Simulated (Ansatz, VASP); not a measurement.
# Two plane-wave programs on Pt

Contents of POSCAR:

```
Pt
1.0
   -1.5921411000      1.5842200000      1.5842200000
    1.5921411000     -1.5842200000      1.5842200000
    1.5921411000      1.5842200000     -1.5842200000
Pt
1
Direct
    0.0000000000      0.0000000000      0.0000000000
```

INCAR.step1

```
SYSTEM = Pt
ALGO     = Normal         ! electronic algorithm
EDIFF    = 1E-4           ! SCF threshold, eV
ENCUT    = 520            ! plane-wave cutoff, eV
GGA      = PE             ! functional
ISMEAR   = 0              ! smearing method
LASPH    = .True.         ! aspherical terms in the spheres
LCHARG   = .False.        ! write CHGCAR
LREAL    = .False.        ! projectors in reciprocal space
LWAVE    = .True.         ! write WAVECAR
NBANDS   = 11             ! bands
NELM     = 60             ! most SCF steps
PREC     = Accurate       ! precision mode
SIGMA    = 0.15           ! smearing width, eV
```

INCAR.step2

```
SYSTEM = Pt
ALGO     = Normal         ! electronic algorithm
EDIFF    = 1E-6           ! SCF threshold, eV
ENCUT    = 520            ! plane-wave cutoff, eV
ISIF     = 2              ! what is computed and relaxed
ISMEAR   = 0              ! smearing method
ISTART   = 1            
LASPH    = .True.         ! aspherical terms in the spheres
LCHARG   = .False.        ! write CHGCAR
LMIXTAU  = .True.       
LREAL    = .False.        ! projectors in reciprocal space
LWAVE    = .False.        ! write WAVECAR
METAGGA  = R2SCAN         ! meta-GGA
NBANDS   = 11             ! bands
NELM     = 60             ! most SCF steps
PREC     = Accurate       ! precision mode
SIGMA    = 0.15           ! smearing width, eV
```

KPOINTS

```
k-points
0
Gamma
  22 22 22
  0 0 0
```

Input for Ansatz:

```yaml
crystal:
  lattice:
    - [-1.5921411, 1.58422, 1.58422]
    - [1.5921411, -1.58422, 1.58422]
    - [1.5921411, 1.58422, -1.58422]
  atoms:
    - { symbol: Pt, position: [0.0, 0.0, 0.0] }
basis:
  ecutwfc: 500
kpoints:
  mp_grid: { grid: [22, 22, 22] }
hamiltonian:
  xc: r2scan
scf:
  occupations: { method: gaussian, width: 0.15 }
output:
  forces: true
  stress: true
  eigenvalues: true
```

Change from the starting cell: strain +0.0050 x Voigt [1, 0, 0, 0, 0, 0], atoms carried along.

Alike in both runs: task single point; functional r2SCAN; k mesh 22 × 22 × 22; occupations gaussian, width 0.15 eV; no spin polarisation.

|  | VASP | Ansatz |
| --- | --- | --- |
| version | VASP 6.6.1 | Ansatz 0.2.0 |
| potentials or method | VASP PAW PBE potentials, release 64 (Pt), cutoff 520 eV | scalar-relativistic, plane waves, PAW |
| valence electrons in the cell | 10 | 18 |

|  | VASP | Ansatz | Ansatz less VASP |
| --- | --- | --- | --- |
| gap on the k mesh at the Fermi level (eV) | none | none | - |
| pressure (GPa) | -7.1 | -7.6 | -0.51 |
| traceless stress, the component that is largest in VASP (GPa) | 0.29 | 0.29 | -0.004 |

VASP's potentials were made for PBE, not for r2SCAN. A gap of «none» marks a metal or a gap that the smearing closes. VASP's potentials hold 10 valence electrons a cell and Ansatz's 18, so a difference there can come from the potentials and not from the codes.

Neither program's run includes spin-orbit coupling.
